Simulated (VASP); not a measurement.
# MgO (Fm-3m) in VASP: further runs

Runs on MgO. Level: PBE. Tasks: single point.

All numbers are computed with VASP 6.6.1; they aren't measurements. Logs are shortened: lines on timing, memory, paths and dates and some standing lists are left out, and cuts for length are marked.

## 1. The cell of the first run

Symmetry: Fm-3m, No. 225, cubic system. Conventional cell: a = 4.122 Å, b = 4.122 Å, c = 4.122 Å, α = 90.00°, β = 90.00°, γ = 90.00°. Mg (site symmetry m-3m) has 6 O at 2.06 Å within 2.7 Å. O (site symmetry m-3m) has 6 Mg at 2.06 Å within 2.7 Å.

## 2. Single point, PBE (volume scaled by 0.91)

File INCAR:

```
PREC = Accurate ; ENCUT = 520
EDIFF = 1E-6 ; ISMEAR = 0
SIGMA = 0.02 ; LREAL = F
LASPH = T ; NELM = 100
ALGO = Normal ; ISIF = 2
LWAVE = F ; LCHARG = F
GGA = PE ; NBANDS = 11
```

File KPOINTS:

```
regular mesh
0
Gamma
  10 10 10
```

File POSCAR:

```
MgO
1.0
    0.0000000000      2.0610306686      2.0610306686
    2.0610306686      0.0000000000      2.0610306686
    2.0610306686      2.0610306686      0.0000000000
Mg O
1 1
Direct
    0.0000000000      0.0000000000      0.0000000000
    0.5000000000      0.5000000000      0.5000000000
```

Potentials or basis: VASP PAW PBE potentials, release 64 (Mg, O).

Run with:

```bash
$ cat potpaw_PBE.64/Mg/POTCAR potpaw_PBE.64/O/POTCAR > POTCAR
$ mpirun -np 1 vasp_std > vasp.out
```

OUTCAR:

```text
PREC = Accurate
   ENCUT = 520
   EDIFF = 1E-6
   ISMEAR = 0
   LREAL = F
   LASPH = T
   NELM = 100
   ISIF = 2
   GGA = PE

 ion  position               nearest neighbor table
   1  0.000  0.000  0.000-   2 2.06   2 2.06   2 2.06   2 2.06   2 2.06   2 2.06
   2  0.500  0.500  0.500-   1 2.06   1 2.06   1 2.06   1 2.06   1 2.06   1 2.06

  LATTYP: Found a face centered cubic cell.
 ALAT       =     4.1220613372

  Lattice vectors:

 A1 = (   0.0000000000,   2.0610306686,   2.0610306686)
 A2 = (   2.0610306686,   0.0000000000,   2.0610306686)
 A3 = (   2.0610306686,   2.0610306686,   0.0000000000)

Analysis of symmetry for initial positions (statically):
=====================================================================
 Subroutine PRICEL returns:
 Original cell was already a primitive cell.

 Routine SETGRP: Setting up the symmetry group for a
 face centered cubic supercell.

 Subroutine GETGRP returns: Found 48 space group operations
 (whereof 48 operations were pure point group operations)
 out of a pool of 48 trial point group operations.

The static configuration has the point symmetry O_h .

Analysis of symmetry for dynamics (positions and initial velocities):
=====================================================================
 Subroutine PRICEL returns:
 Original cell was already a primitive cell.

 Routine SETGRP: Setting up the symmetry group for a
 face centered cubic supercell.

 Subroutine GETGRP returns: Found 48 space group operations
 (whereof 48 operations were pure point group operations)
 out of a pool of 48 trial point group operations.

The dynamic configuration has the point symmetry O_h .

 Subroutine INISYM returns: Found 48 space group operations
 (whereof 48 operations are pure point group operations),
 and found     1 'primitive' translations

----------------------------------------------------------------------------------------

                                     Primitive cell

  volume of cell :      17.5099

  direct lattice vectors                    reciprocal lattice vectors
     0.000000000  2.061030669  2.061030669    -0.242597069  0.242597069  0.242597069
     2.061030669  0.000000000  2.061030669     0.242597069 -0.242597069  0.242597069
     2.061030669  2.061030669  0.000000000     0.242597069  0.242597069 -0.242597069

  length of vectors
     2.914737524  2.914737524  2.914737524     0.420190450  0.420190450  0.420190450

  position of ions in fractional coordinates (direct lattice)
     0.000000000  0.000000000  0.000000000
     0.500000000  0.500000000  0.500000000
[... 81 lines left out ...]
   IBRION =     -1    ionic relax: 0-MD 1-quasi-New 2-CG
   NFREE  =      0    steps in history (QN), initial steepest desc. (CG)
   ISIF   =      2    stress and relaxation
   ISYM   =      2    0-nonsym 1-usesym 2-fastsym
   POTIM  = 0.5000    time-step for ionic-motion
   TEBEG  =    0.0;   TEEND  =   0.0 temperature during run
   PSTRESS=    0.0 pullay stress
   NELECT =       8.0000    total number of electrons
   NUPDOWN=      -1.0000    fix difference up-down
   EMIN   =  10.00;   EMAX   =-10.00  energy-range for DOS
   EFERMI =   0.00;   METHOD = LEGACY
   ISMEAR =     0;   SIGMA  =   0.02  broadening in eV -4-tet -1-fermi 0-gaus
   EFERMI_NEDOS =   21; number of points for ismear=-14 and -15
   IALGO  =     38    algorithm
   IMIX   =      4    mixing-type and parameters
     AMIX     =   0.40;   BMIX     =  1.00
     AMIX_MAG =   1.60;   BMIX_MAG =  1.00
  volume/ion in A,a.u.               =       8.75        59.08
  Fermi-wavevector in a.u.,A,eV,Ry     =   1.260890  2.382736 21.631119  1.589842
  Thomas-Fermi vector in A             =   2.394376
   LORBIT       =      0    0 simple, 1 ext, 2 COOP (PROOUT), +10 PAW based schemes
   GGA     = PE    functional components
   LHFCALC =     F    Hartree Fock is set to
   AEXX    =    0.0000 exact exchange contribution
   IVDW    =     0    specifies the selected vdW correction
   LEPSILON=     F    determine dielectric tensor
   LRPA    =     F    only Hartree local field effects (RPA)
 non-spin polarized calculation
 Gauss-broadening in eV      SIGMA  =   0.02
  energy-cutoff  :      520.00
  volume of cell :       17.51
 maximum number of plane-waves:       495
 NGX is ok and might be reduce to    24
   NGX = 11   NGY = 11   NGZ = 11

 number of electron       7.9999997 magnetization

 Free energy of the ion-electron system (eV)
  ---------------------------------------------------
  ext. energy  EPLUGINS =         0.00000000
  ---------------------------------------------------
  free energy    TOTEN  =       -11.83191167 eV

  energy without entropy =      -11.83191167  energy(sigma->0) =      -11.83191167

 E-fermi :   3.8436     XC(G=0): -11.3898

 val. band max:        3.6911834604   @ k =   0.0000   0.0000   0.0000
 cond. band min:       9.0750415999   @ k =   0.0000   0.0000   0.0000
 fundamental gap:      5.3838581396
 Fermi energy:         3.8436392936

 k-point     1 :       0.0000    0.0000    0.0000
  band No.  band energies     occupation
      1     -13.9172      2.00000
      2       3.6912      2.00000
      3       3.6912      2.00000
      4       3.6912      2.00000
      5       9.0750      0.00000
      6      19.8563      0.00000
      7      19.8563      0.00000
      8      19.8563      0.00000
      9      23.9478      0.00000
     10      25.8006      0.00000
     11      25.8006      0.00000
[... 309 lines left out ...]
 k-point    24 :       0.4000    0.3000    0.0000
  band No.  band energies     occupation
      1     -12.5264      2.00000
      2      -0.1005      2.00000
      3       2.2920      2.00000
      4       2.5276      2.00000
      5      13.7713      0.00000
      6      14.2281      0.00000
      7      18.0018      0.00000
      8      22.7400      0.00000
      9      22.9592      0.00000
     10      29.3881      0.00000
     11      32.0059      0.00000

 [... further k-points ...]
[... 5 lines left out ...]
  --------------------------------------------------------------------------------------
  -------------------------------------------------------------------------------------
  Total        1.7919212      1.7919212      1.7919212      0.0000000      0.0000000      0.0000000
  in kB      163.9631002    163.9631002    163.9631002      0.0000000      0.0000000      0.0000000
  external PRESSURE =     163.9631002 kB  Pullay stress =       0.0000000 kB

 VOLUME and BASIS-vectors are now :
 -----------------------------------------------------------------------------
  energy-cutoff  :      520.00
  volume of cell :       17.51
      direct lattice vectors                 reciprocal lattice vectors
     0.000000000  2.061030669  2.061030669    -0.242597069  0.242597069  0.242597069
     2.061030669  0.000000000  2.061030669     0.242597069 -0.242597069  0.242597069
     2.061030669  2.061030669  0.000000000     0.242597069  0.242597069 -0.242597069

 POSITION                                       TOTAL-FORCE (eV/Angst)
 -----------------------------------------------------------------------------------
      0.00000      0.00000      0.00000        -0.000000      0.000000     -0.000000
      2.06103      2.06103      2.06103         0.000000     -0.000000      0.000000
 -----------------------------------------------------------------------------------
    total drift:                               -0.000000     -0.000000      0.000000

  FREE ENERGIE OF THE ION-ELECTRON SYSTEM (eV)
  ---------------------------------------------------
  free  energy   TOTEN  =       -11.8319116678 eV

  energy  without entropy=      -11.8319116678  energy(sigma->0) =      -11.83191167
```

Wall time 3.7 s (1 thread of Intel Xeon 6975P-C (Granite Rapids), shared host); peak memory 0.14 GiB.

Results:

- Free energy: -11.8319 eV
- Pressure: 16.4 GPa
- Band gap on the k mesh: 5.38 eV, direct

Levels at points of the mesh, in eV from the valence-band top:
| k point | band 1 | band 2 | band 3 | band 4 | band 5 | band 6 | band 7 | band 8 | band 9 |
| --- | --- | --- | --- | --- | --- | --- | --- | --- | --- |
| (0.00, 0.00, 0.00) | -17.61 | 0.00 | 0.00 | 0.00 | 5.38 | 16.17 | 16.17 | 16.17 | 20.26 |
| (0.50, 0.00, 0.00) | -16.15 | -4.91 | -0.73 | -0.73 | 8.32 | 13.36 | 16.99 | 16.99 | 21.90 |
| (0.50, 0.50, 0.00) | -15.87 | -4.36 | -1.44 | -1.44 | 9.19 | 10.70 | 13.81 | 19.99 | 19.99 |

## 3. Single point, PBE (volume scaled by 0.97)

File INCAR:

```
SYSTEM = MgO
ALGO = Normal
EDIFF = 1E-6
ENCUT = 520
GGA = PE
ISIF = 2
ISMEAR = 0
LASPH = .TRUE.
LCHARG = .FALSE.
LREAL = .FALSE.
LWAVE = .FALSE.
NBANDS = 11
NELM = 60
PREC = Accurate
SIGMA = 0.02
```

File KPOINTS:

```
k-points
0
G
  10 10 10
  0 0 0
```

File POSCAR:

```
MgO
1.0
    0.0000000000      2.1053674369      2.1053674369
    2.1053674369      0.0000000000      2.1053674369
    2.1053674369      2.1053674369      0.0000000000
Mg O
1 1
Direct
    0.0000000000      0.0000000000      0.0000000000
    0.5000000000      0.5000000000      0.5000000000
```

Potentials or basis: VASP PAW PBE potentials, release 64 (Mg, O).

Run with:

```bash
$ cat potpaw_PBE.64/Mg/POTCAR potpaw_PBE.64/O/POTCAR > POTCAR
$ mpirun -np 1 vasp_std > vasp.out
```

OUTCAR:

```text
SYSTEM = MgO
   EDIFF = 1E-6
   ENCUT = 520
   GGA = PE
   ISIF = 2
   ISMEAR = 0
   LASPH = .TRUE.
   LREAL = .FALSE.
   NELM = 60
   PREC = Accurate

 ion  position               nearest neighbor table
   1  0.000  0.000  0.000-   2 2.11   2 2.11   2 2.11   2 2.11   2 2.11   2 2.11
   2  0.500  0.500  0.500-   1 2.11   1 2.11   1 2.11   1 2.11   1 2.11   1 2.11

  LATTYP: Found a face centered cubic cell.
 ALAT       =     4.2107348738

  Lattice vectors:

 A1 = (   0.0000000000,   2.1053674369,   2.1053674369)
 A2 = (   2.1053674369,   0.0000000000,   2.1053674369)
 A3 = (   2.1053674369,   2.1053674369,   0.0000000000)

Analysis of symmetry for initial positions (statically):
=====================================================================
 Subroutine PRICEL returns:
 Original cell was already a primitive cell.

 Routine SETGRP: Setting up the symmetry group for a
 face centered cubic supercell.

 Subroutine GETGRP returns: Found 48 space group operations
 (whereof 48 operations were pure point group operations)
 out of a pool of 48 trial point group operations.

The static configuration has the point symmetry O_h .

[... 172 lines left out ...]
      3       3.1942      2.00000
      4       3.1942      2.00000
      5       7.9297      0.00000
      6      18.9992      0.00000
      7      18.9992      0.00000
      8      18.9992      0.00000
      9      22.9184      0.00000
     10      24.6938      0.00000
     11      24.6938      0.00000
[... 309 lines left out ...]
 k-point    24 :       0.4000    0.3000    0.0000
  band No.  band energies     occupation
      1     -12.8338      2.00000
      2      -0.3839      2.00000
      3       1.8901      2.00000
      4       2.1089      2.00000
      5      12.7760      0.00000
      6      13.3775      0.00000
      7      16.8067      0.00000
      8      21.3858      0.00000
      9      21.5924      0.00000
     10      28.0935      0.00000
     11      30.1927      0.00000

 [... further k-points ...]

------------------------ aborting loop because EDIFF is reached ----------------------------------------

  FORCE on cell =-STRESS in cart. coord.  units (eV):
  Direction    XX          YY          ZZ          XY          YZ          ZX
  --------------------------------------------------------------------------------------
  -------------------------------------------------------------------------------------
  Total        0.4785815      0.4785815      0.4785815     -0.0000000     -0.0000000      0.0000000
  in kB       41.0821137     41.0821137     41.0821137     -0.0000000     -0.0000000      0.0000000
  external PRESSURE =      41.0821137 kB  Pullay stress =       0.0000000 kB

 VOLUME and BASIS-vectors are now :
 -----------------------------------------------------------------------------
  energy-cutoff  :      520.00
  volume of cell :       18.66
      direct lattice vectors                 reciprocal lattice vectors
     0.000000000  2.105367437  2.105367437    -0.237488237  0.237488237  0.237488237
     2.105367437  0.000000000  2.105367437     0.237488237 -0.237488237  0.237488237
     2.105367437  2.105367437  0.000000000     0.237488237  0.237488237 -0.237488237

 POSITION                                       TOTAL-FORCE (eV/Angst)
 -----------------------------------------------------------------------------------
      0.00000      0.00000      0.00000        -0.000000     -0.000000      0.000000
      2.10537      2.10537      2.10537         0.000000      0.000000      0.000000
 -----------------------------------------------------------------------------------
    total drift:                               -0.000000     -0.000000      0.000000

  FREE ENERGIE OF THE ION-ELECTRON SYSTEM (eV)
  ---------------------------------------------------
  free  energy   TOTEN  =       -11.9050735246 eV

  energy  without entropy=      -11.9050735246  energy(sigma->0) =      -11.90507352
```

stdout:

```text
POSCAR found type information on POSCAR MgO
 POSCAR found :  2 types and       2 ions
 scaLAPACK will be used
 LDA part: xc-table for (Slater+PW92), standard interpolation
 POSCAR, INCAR and KPOINTS ok, starting setup
 FFT: planning ... GRIDC
 FFT: planning ... GRID_SOFT
 FFT: planning ... GRID
 WAVECAR not read
 entering main loop
```

Wall time 3.8 s (1 thread of Intel Xeon 6975P-C (Granite Rapids), shared host); peak memory 0.14 GiB.

What came out:

| Property | Result |
| --- | --- |
| Free energy | -11.9051 eV |
| Pressure | 4.1 GPa |
| Band gap on the k mesh | 4.74 eV, direct |

(Part 1 of 2 ends here.)
